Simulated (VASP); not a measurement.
# Ir in VASP: notebook

Runs on Ir. Level: r2SCAN. Tasks: single point.

Program: VASP 6.6.1. These are calculated values, not measurements. Logs are shortened: lines on timing, memory, paths and dates and some standing lists are left out, and cuts for length are marked.

### 1 The cell of the first run

The structure is tetragonal, space group I4/mmm (No. 139). The conventional cell has a = 2.498 Å, b = 2.498 Å, c = 3.686 Å, α = 90.00°, β = 90.00°, γ = 90.00°. Ir (site symmetry 4/mmm) has 12 Ir at 2.50 to 2.55 Å within 3.3 Å.

### 2 Single point, r2SCAN (strain -0.080 along x and y, -0.040 along z)

Input file POSCAR:

```
Ir
1.0
    0.0000000000      1.7661240000      1.8429120000
    1.7661240000      0.0000000000      1.8429120000
    1.7661240000      1.7661240000      0.0000000000
Ir
1
Direct
    0.0000000000      0.0000000000      0.0000000000
```

Input file INCAR.step1:

```
SYSTEM = Ir
ALGO     = Normal         ! electronic algorithm
EDIFF    = 1E-4           ! SCF threshold, eV
ENCUT    = 520            ! plane-wave cutoff, eV
GGA      = PE             ! functional
ISMEAR   = 0              ! smearing method
LASPH    = .True.         ! aspherical terms in the spheres
LCHARG   = .False.        ! write CHGCAR
LREAL    = .False.        ! projectors in reciprocal space
LWAVE    = .True.         ! write WAVECAR
NBANDS   = 10             ! bands
NELM     = 80             ! most SCF steps
PREC     = Accurate       ! precision mode
SIGMA    = 0.15           ! smearing width, eV
```

Input file INCAR.step2:

```
SYSTEM = Ir
ALGO     = Normal         ! electronic algorithm
EDIFF    = 1E-7           ! SCF threshold, eV
ENCUT    = 520            ! plane-wave cutoff, eV
ISIF     = 2              ! what is computed and relaxed
ISMEAR   = 0              ! smearing method
ISTART   = 1            
LASPH    = .True.         ! aspherical terms in the spheres
LCHARG   = .True.         ! write CHGCAR
LELF     = .True.         ! ELF
LMIXTAU  = .True.       
LREAL    = .False.        ! projectors in reciprocal space
LVHAR    = .True.       
LWAVE    = .False.        ! write WAVECAR
METAGGA  = R2SCAN         ! meta-GGA
NBANDS   = 10             ! bands
NELM     = 80             ! most SCF steps
PREC     = Accurate       ! precision mode
SIGMA    = 0.15           ! smearing width, eV
```

Input file KPOINTS:

```
k-points
0
Gamma
  22 22 22
  0 0 0
```

Potentials or basis: VASP PAW PBE potentials, release 64 (Ir).

Run with:

```sh
$ cat potpaw_PBE.64/Ir/POTCAR > POTCAR
$ cp INCAR.step1 INCAR
$ mpirun -np 1 vasp_std > vasp.out
$ cp INCAR.step2 INCAR
$ mpirun -np 1 vasp_std > vasp.out
```

OUTCAR:

```text
SYSTEM = Ir
   EDIFF = 1E-7
   ENCUT = 520
   ISIF = 2
   ISMEAR = 0
   ISTART = 1
   LASPH = .True.
   LREAL = .False.
   METAGGA = R2SCAN
   NELM = 80
   PREC = Accurate

 ion  position               nearest neighbor table
   1  0.000  0.000  0.000-

  LATTYP: Found a body centered tetragonal cell.
 ALAT       =     2.4976765136
 C/A-ratio  =     1.4757011086

  Lattice vectors:

 A1 = (  -1.7661240000,   0.0000000000,   1.8429120000)
 A2 = (   1.7661240000,   0.0000000000,   1.8429120000)
 A3 = (   0.0000000000,   1.7661240000,  -1.8429120000)

Analysis of symmetry for initial positions (statically):
=====================================================================
 Subroutine PRICEL returns:
 Original cell was already a primitive cell.

 Routine SETGRP: Setting up the symmetry group for a
 body centered tetragonal supercell.

 Subroutine GETGRP returns: Found 16 space group operations
 (whereof 16 operations were pure point group operations)
 out of a pool of 16 trial point group operations.

The static configuration has the point symmetry D_4h.

Analysis of symmetry for dynamics (positions and initial velocities):
=====================================================================
 Subroutine PRICEL returns:
 Original cell was already a primitive cell.

 Routine SETGRP: Setting up the symmetry group for a
 body centered tetragonal supercell.

 Subroutine GETGRP returns: Found 16 space group operations
 (whereof 16 operations were pure point group operations)
 out of a pool of 16 trial point group operations.

The dynamic configuration has the point symmetry D_4h.

 Subroutine INISYM returns: Found 16 space group operations
 (whereof 16 operations are pure point group operations),
 and found     1 'primitive' translations

----------------------------------------------------------------------------------------

                                     Primitive cell

  volume of cell :      11.4968

  direct lattice vectors                    reciprocal lattice vectors
     0.000000000  1.766124000  1.842912000    -0.283105829  0.283105829  0.271309753
     1.766124000  0.000000000  1.842912000     0.283105829 -0.283105829  0.271309753
     1.766124000  1.766124000  0.000000000     0.283105829  0.283105829 -0.271309753

  length of vectors
     2.552551395  2.552551395  2.497676514     0.483639125  0.483639125  0.483639125

  position of ions in fractional coordinates (direct lattice)
     0.000000000  0.000000000  0.000000000

  ion indices of the primitive-cell ions
   primitive index   ion index
                 1           1

----------------------------------------------------------------------------------------

 KPOINTS: k-points

Automatic generation of k-mesh.
 Grid dimensions read from file:
 generate k-points for:   22   22   22

 Generating k-lattice:

  Cartesian coordinates                     Fractional coordinates (reciprocal lattice)
    -0.012868447  0.012868447  0.012332262     0.045454545  0.000000000  0.000000000
     0.012868447 -0.012868447  0.012332262     0.000000000  0.045454545  0.000000000
     0.012868447  0.012868447 -0.012332262    -0.000000000 -0.000000000  0.045454545

  Length of vectors
     0.021983597  0.021983597  0.021983597

  Shift w.r.t. Gamma in fractional coordinates (k-lattice)
     0.000000000  0.000000000  0.000000000

 Subroutine IBZKPT returns following result:
 ===========================================

 Found    834 irreducible k-points:

 Following reciprocal coordinates:
            Coordinates               Weight
  0.000000  0.000000  0.000000      1.000000
  0.045455  0.000000  0.000000      8.000000
  0.090909  0.000000  0.000000      8.000000
  0.136364  0.000000  0.000000      8.000000
  0.181818  0.000000  0.000000      8.000000
  0.227273  0.000000  0.000000      8.000000
[... 16 lines left out ...]
  0.500000  0.045455  0.000000      8.000000
 -0.454545  0.045455  0.000000      8.000000
 [... further k-points ...]
[... 45 lines left out ...]

 k-point     1 :       0.0000    0.0000    0.0000
  band No.  band energies     occupation
      1       0.2364      2.00000
      2       8.2023      2.00000
      3       8.9755      2.00000
      4       8.9755      2.00000
      5      11.9368      2.00000
      6      13.0100      2.00000
      7      28.6700      0.00000
      8      34.6429      0.00000
      9      36.4974      0.00000
     10      36.4974      0.00000

 k-point     2 :       0.0455    0.0000    0.0000
  band No.  band energies     occupation
      1       0.3584      2.00000
      2       8.2212      2.00000
      3       8.9369      2.00000
      4       9.0321      2.00000
      5      11.9042      2.00000
      6      12.9560      2.00000
      7      28.8978      0.00000
      8      34.5937      0.00000
      9      36.1361      0.00000
     10      36.7148      0.00000

 k-point     3 :       0.0909    0.0000    0.0000
  band No.  band energies     occupation
      1       0.7136      2.00000
      2       8.2189      2.00000
      3       8.8874      2.00000
      4       9.1900      2.00000
      5      11.8315      2.00000
      6      12.8151      2.00000
      7      29.5407      0.00000
      8      33.8862      0.00000
      9      36.1722      0.00000
     10      37.3521      0.00000

 k-point     4 :       0.1364    0.0000    0.0000
  band No.  band energies     occupation
      1       1.2648      2.00000
      2       8.1000      2.00000
      3       8.9360      2.00000
      4       9.4090      2.00000
      5      11.7954      2.00000
      6      12.6510      2.00000
      7      30.4349      0.00000
      8      32.7172      0.00000
      9      37.0059      0.00000
     10      38.3681      0.00000
[... 222 lines left out ...]
 k-point    22 :       0.4545    0.0455    0.0000
  band No.  band energies     occupation
      1       3.3741      2.00000
      2       8.0229      2.00000
      3       9.0571      2.00000
      4      11.9983      2.00000
      5      15.2758      0.00000
      6      15.6608      0.00000
      7      25.0530      0.00000
      8      28.8774      0.00000
      9      37.4083      0.00000
     10      37.5076      0.00000

 k-point    23 :       0.5000    0.0455    0.0000
  band No.  band energies     occupation
      1       3.3362      2.00000
      2       7.9834      2.00000
      3       8.9691      2.00000
      4      12.5788      2.00000
      5      15.3684      0.00000
      6      16.1955      0.00000
      7      24.3999      0.00000
      8      28.4922      0.00000
      9      36.6707      0.00000
     10      37.1510      0.00000

 k-point    24 :      -0.4545    0.0455    0.0000
  band No.  band energies     occupation
      1       3.3436      2.00000
      2       8.0240      2.00000
      3       8.9613      2.00000
      4      12.4477      2.00000
      5      15.1757      0.00000
      6      16.3133      0.00000
      7      24.5207      0.00000
      8      28.5789      0.00000
      9      36.4697      0.00000
     10      37.5013      0.00000

 [... further k-points ...]

------------------------ aborting loop because EDIFF is reached ----------------------------------------

  FORCE on cell =-STRESS in cart. coord.  units (eV):
  Direction    XX          YY          ZZ          XY          YZ          ZX
  --------------------------------------------------------------------------------------
  -------------------------------------------------------------------------------------
  Total       10.9652529     10.9652529      8.8742765      0.0000000     -0.0000000     -0.0000000
  in kB     1528.1016914   1528.1016914   1236.7062643      0.0000000     -0.0000000     -0.0000000
  external PRESSURE =    1430.9698824 kB  Pullay stress =       0.0000000 kB

 VOLUME and BASIS-vectors are now :
 -----------------------------------------------------------------------------
  energy-cutoff  :      520.00
  volume of cell :       11.50
      direct lattice vectors                 reciprocal lattice vectors
     0.000000000  1.766124000  1.842912000    -0.283105829  0.283105829  0.271309753
     1.766124000  0.000000000  1.842912000     0.283105829 -0.283105829  0.271309753
     1.766124000  1.766124000  0.000000000     0.283105829  0.283105829 -0.271309753

 POSITION                                       TOTAL-FORCE (eV/Angst)
 -----------------------------------------------------------------------------------
      0.00000      0.00000      0.00000         0.000000      0.000000      0.000000
 -----------------------------------------------------------------------------------
    total drift:                                0.000000     -0.000000     -0.000000

  FREE ENERGIE OF THE ION-ELECTRON SYSTEM (eV)
  ---------------------------------------------------
  free  energy   TOTEN  =       -51.3331504644 eV

  energy  without entropy=      -51.3247117262  energy(sigma->0) =      -51.32893110
```

It took 2.3 min on 1 thread of Intel Xeon 6975P-C (Granite Rapids), shared host; peak memory 0.23 GiB.

What came out:

| Item | Value |
| --- | --- |
| Free energy | -51.3332 eV |
| Pressure | 143.1 GPa |

Stress tensor (GPa, compression positive):
```
152.81   0.00   0.00
  0.00 152.81   0.00
  0.00   0.00 123.67
```

Caveat: the cell differs from its parent crystal (strain -0.080 along x and y, -0.040 along z); the PAW data sets were made with another functional, which shifts forces and pressure a little; spin-orbit coupling is left out, which moves the levels of the heavy elements.

### 3 Single point, r2SCAN (strain +0.000 along x and y, +0.080 along z)

Input file POSCAR:

```
Ir
1.0
    0.0000000000      1.9197000000      2.0732760000
    1.9197000000      0.0000000000      2.0732760000
    1.9197000000      1.9197000000      0.0000000000
Ir
1
Direct
    0.0000000000      0.0000000000      0.0000000000
```

Input file INCAR.step1:

```
SYSTEM = Ir
  PREC = Accurate
  ENCUT = 520
  ISMEAR = 0
  SIGMA = 0.15
  LREAL = .False.
  LASPH = .True.
  NELM = 80
  NBANDS = 10
  GGA = PE
  ALGO = Normal
  EDIFF = 1E-4
  LWAVE = .True.
  LCHARG = .False.
```

Input file INCAR.step2:

```
SYSTEM = Ir
  PREC = Accurate
  ENCUT = 520
  EDIFF = 1E-6
  ISMEAR = 0
  SIGMA = 0.15
  LREAL = .False.
  LASPH = .True.
  NELM = 80
  ALGO = Normal
  ISIF = 2
  LWAVE = .False.
  LCHARG = .False.
  METAGGA = R2SCAN
  LMIXTAU = .True.
  NBANDS = 10
  ISTART = 1
```

Input file KPOINTS:

```
Automatic mesh
0
Gamma
  22 22 22
  0 0 0
```

Potentials or basis: VASP PAW PBE potentials, release 64 (Ir).

Run with:

```sh
$ cat potpaw_PBE.64/Ir/POTCAR > POTCAR
$ cp INCAR.step1 INCAR
$ mpirun -np 1 vasp_std > vasp.out
$ cp INCAR.step2 INCAR
$ mpirun -np 1 vasp_std > vasp.out
```

It took 3.8 min on 1 thread of Intel Xeon 6975P-C, shared host; peak memory 0.26 GiB.

Results (log left out):

| Item | Value |
| --- | --- |
| Free energy | -52.2410 eV |
| Pressure | -19.8 GPa |

Stress tensor (GPa, compression positive):
```
-11.80   0.00   0.00
  0.00 -11.80   0.00
  0.00   0.00 -35.79
```

Levels at points of the mesh, in eV from the Fermi level:
| k point | band 2 | band 3 | band 4 | band 5 | band 6 | band 7 |
| --- | --- | --- | --- | --- | --- | --- |
| (0.00, 0.00, 0.00) | -4.15 | -3.14 | -3.14 | -1.80 | -0.53 | 15.38 |
| (0.50, 0.00, 0.00) | -4.12 | -3.15 | -0.43 | 0.61 | 1.05 | 6.98 |
| (0.50, 0.50, 0.00) | -6.73 | 0.83 | 0.85 | 1.33 | 1.33 | 8.72 |
| (0.50, 0.00, 0.50) | -6.72 | 0.63 | 0.91 | 1.91 | 2.39 | 10.80 |

Caveat: the cell differs from its parent crystal (strain +0.000 along x and y, +0.080 along z); the PAW data sets were made with another functional, which shifts forces and pressure a little; spin-orbit coupling is left out, which moves the levels of the heavy elements.

### 4 Single point, r2SCAN (strain +0.040 along x and y, +0.000 along z)

Input file POSCAR:

```
Ir
1.0
    0.0000000000      1.9964880000      1.9197000000
    1.9964880000      0.0000000000      1.9197000000
    1.9964880000      1.9964880000      0.0000000000
Ir
1
Direct
    0.0000000000      0.0000000000      0.0000000000
```

Input file INCAR.step1:

```
SYSTEM = Ir
PREC = Accurate
ENCUT = 520
ISMEAR = 0
SIGMA = 0.15
LREAL = .FALSE.
LASPH = .TRUE.
NELM = 80
NBANDS = 10
GGA = PE
ALGO = Normal
EDIFF = 1E-4
LWAVE = .TRUE.
LCHARG = .FALSE.
```

Input file INCAR.step2:

```
SYSTEM = Ir
PREC = Accurate
ENCUT = 520
EDIFF = 1E-7
ISMEAR = 0
SIGMA = 0.15
LREAL = .FALSE.
LASPH = .TRUE.
NELM = 80
ALGO = Normal
ISIF = 2
LWAVE = .FALSE.
LCHARG = .FALSE.
METAGGA = R2SCAN
LMIXTAU = .TRUE.
NBANDS = 10
ISTART = 1
```

Input file KPOINTS:

```
regular mesh
0
G
  22 22 22
  0 0 0
```

Run with:

```sh
$ cat potpaw_PBE.64/Ir/POTCAR > POTCAR
$ cp INCAR.step1 INCAR
$ mpirun -np 1 vasp_std > vasp.out
$ cp INCAR.step2 INCAR
$ mpirun -np 1 vasp_std > vasp.out
```

It took 4.6 min on 1 thread of Intel Xeon 6975P-C, shared host; peak memory 0.26 GiB.

The run converged. Its results:

```
Free energy : -52.2819 eV
Pressure    : -21.2 GPa
```

Stress tensor (GPa, compression positive):
```
-25.09   0.00   0.00
  0.00 -25.09   0.00
  0.00   0.00 -13.36
```

Levels at points of the mesh, in eV from the Fermi level:
```
           k point  band 1  band 2  band 3  band 4  band 5  band 6  band 7  band 8  band 9
(0.00, 0.00, 0.00)  -10.65   -3.66   -3.66   -3.19   -1.44   -0.84   15.30   20.28   20.28
(0.50, 0.00, 0.00)   -7.56   -3.89   -3.38   -0.45    0.69    0.97    6.91   14.86   19.75
(0.50, 0.50, 0.00)   -7.23   -6.77    0.71    1.41    1.41    2.39   10.74   11.49   11.49
(0.50, 0.00, 0.50)   -7.30   -6.72    0.73    1.15    1.56    1.59    9.70   12.05   12.41
```

Caveat: the cell differs from its parent crystal (strain +0.040 along x and y, +0.000 along z); the PAW data sets were made with another functional, which shifts forces and pressure a little; spin-orbit coupling is left out, which moves the levels of the heavy elements.

### 5 Single point, r2SCAN (strain +0.040 along x and y, +0.080 along z)

Input file POSCAR:

```
Ir
1.0
    0.0000000000      1.9964880000      2.0732760000
    1.9964880000      0.0000000000      2.0732760000
    1.9964880000      1.9964880000      0.0000000000
Ir
1
Direct
    0.0000000000      0.0000000000      0.0000000000
```

Input file INCAR.step1:

```
  ALGO = Normal
  EDIFF = 1E-4
  ENCUT = 520
  GGA = PE
  ISMEAR = 0
  LASPH = T
  LCHARG = F
  LREAL = F
  LWAVE = T
  NBANDS = 10
  NELM = 60
  PREC = Accurate
  SIGMA = 0.15
```

Input file INCAR.step2:

```
  ALGO = Normal
  EDIFF = 1E-6
  ENCUT = 520
  ISIF = 2
  ISMEAR = 0
  ISTART = 1
  LASPH = T
  LCHARG = F
  LMIXTAU = T
  LREAL = F
  LWAVE = F
  METAGGA = R2SCAN
  NBANDS = 10
  NELM = 60
  PREC = Accurate
  SIGMA = 0.15
```

Input file KPOINTS:

```
k-points
0
Gamma
  22 22 22
```

Run with:

```sh
$ cat potpaw_PBE.64/Ir/POTCAR > POTCAR
$ cp INCAR.step1 INCAR
$ mpirun -np 1 vasp_std > vasp.out
$ cp INCAR.step2 INCAR
$ mpirun -np 1 vasp_std > vasp.out
```

Run time: 3.4 min. Hardware: 1 thread of Intel Xeon 6975P-C, shared host; peak memory 0.28 GiB.

The run converged. Its results:

```yaml
Free_energy: -52.0541 eV
Pressure: -37.2 GPa
```

Stress tensor (GPa, compression positive):
```
-34.14   0.00   0.00
  0.00 -34.14   0.00
  0.00   0.00 -43.33
```

Levels at points of the mesh, in eV from the Fermi level:
```tsv
k point	band 1	band 2	band 3	band 4	band 5	band 6	band 7	band 8
(0.00, 0.00, 0.00)	-9.85	-3.39	-2.96	-2.96	-1.30	-0.76	15.37	19.68
(0.50, 0.00, 0.00)	-6.81	-3.44	-3.01	-0.22	0.61	0.82	6.21	14.92
(0.50, 0.50, 0.00)	-6.52	-5.98	0.65	1.17	1.17	1.41	8.47	12.07
(0.50, 0.00, 0.50)	-6.45	-5.99	0.59	1.01	1.42	2.13	9.41	11.27
```

Caveat: the cell differs from its parent crystal (strain +0.040 along x and y, +0.080 along z); the PAW data sets were made with another functional, which shifts forces and pressure a little; spin-orbit coupling is left out, which moves the levels of the heavy elements.

### 6 Single point, r2SCAN (strain -0.040 along x and y, -0.040 along z)

Input file POSCAR:

```
Ir
1.0
    0.0000000000      1.8429120000      1.8429120000
    1.8429120000      0.0000000000      1.8429120000
    1.8429120000      1.8429120000      0.0000000000
Ir
1
Direct
    0.0000000000      0.0000000000      0.0000000000
```

Input file INCAR.step1:

```
PREC = Accurate
ENCUT = 550
ISMEAR = 0
SIGMA = 0.15
LREAL = F
LASPH = T
NELM = 120
NBANDS = 14
GGA = PE
ALGO = Normal
EDIFF = 1E-5
LWAVE = T
LCHARG = F
GGA_COMPAT = F
```

Input file INCAR.step2:

```
PREC = Accurate
ENCUT = 550
EDIFF = 1E-6
ISMEAR = 0
SIGMA = 0.15
LREAL = F
LASPH = T
NELM = 120
ALGO = Normal
ISIF = 2
LWAVE = F
LCHARG = F
METAGGA = R2SCAN
LMIXTAU = T
NBANDS = 14
ISTART = 1
GGA_COMPAT = F
```

Input file KPOINTS:

```
Automatic mesh
0
Gamma
  22 22 22
```

Potentials or basis: VASP PAW PBE potentials, release 64 (Ir_sv_GW).

Run with:

```sh
$ cat potpaw_PBE.64/Ir_sv_GW/POTCAR > POTCAR
$ cp INCAR.step1 INCAR
$ mpirun -np 1 vasp_std > vasp.out
$ cp INCAR.step2 INCAR
$ mpirun -np 1 vasp_std > vasp.out
```

Run time: 3 min. Hardware: 1 thread of Intel Xeon Platinum 8259CL at 2.50GHz (Skylake/Cascade Lake), shared host; peak memory 0.19 GiB.

The run converged. Its results:

| Quantity | Value |
| --- | --- |
| Free energy | -52.6033 eV |
| Pressure | 63.1 GPa |

Levels at points of the mesh, in eV from the Fermi level:
```tsv
k point	band 5	band 6	band 7	band 8	band 9	band 10	band 11	band 12
(0.00, 0.00, 0.00)	-12.84	-4.78	-4.78	-4.78	-1.49	-1.49	13.82	20.35
(0.50, 0.00, 0.00)	-9.78	-4.98	-4.98	-0.93	1.21	1.21	9.17	13.61
(0.50, 0.50, 0.00)	-9.74	-9.08	1.12	1.88	2.00	2.00	12.66	12.66
```

Caveat: the cell differs from its parent crystal (strain -0.040 along x and y, -0.040 along z); the PAW data sets were made with another functional, which shifts forces and pressure a little; spin-orbit coupling is left out, which moves the levels of the heavy elements.

### 7 The runs side by side

```tsv
potentials or basis	cell	cutoff (eV)	second run	gap on the mesh (eV)	pressure (GPa)
VASP PAW PBE potentials, release 64 (Ir)	a = 2.553, b = 2.553, c = 2.498 Å, angles 60.7, 60.7, 58.6°, 1 atom	520	-	none	143.1
VASP PAW PBE potentials, release 64 (Ir)	a = 2.826, b = 2.826, c = 2.715 Å, angles 61.3, 61.3, 57.4°, 1 atom	520	-	none	-19.8
VASP PAW PBE potentials, release 64 (Ir)	a = 2.770, b = 2.770, c = 2.823 Å, angles 59.4, 59.4, 61.3°, 1 atom	520	-	none	-21.2
VASP PAW PBE potentials, release 64 (Ir)	a = 2.878, b = 2.878, c = 2.823 Å, angles 60.6, 60.6, 58.7°, 1 atom	520	-	none	-37.2
VASP PAW PBE potentials, release 64 (Ir_sv_GW)	a = 2.606 Å, angles 60.0°, 1 atom	550	valence_matched	none	63.1
```

Alike in all rows: task single point; level r2SCAN; no spin polarisation; k mesh 22 × 22 × 22; smearing gaussian 0.15 eV.

Caveats: the PAW data sets were made with another functional, which shifts forces and pressure a little; spin-orbit coupling is left out, which moves the levels of the heavy elements.

Total energies depend on the potentials used, so only differences within one code and one set of settings carry meaning.
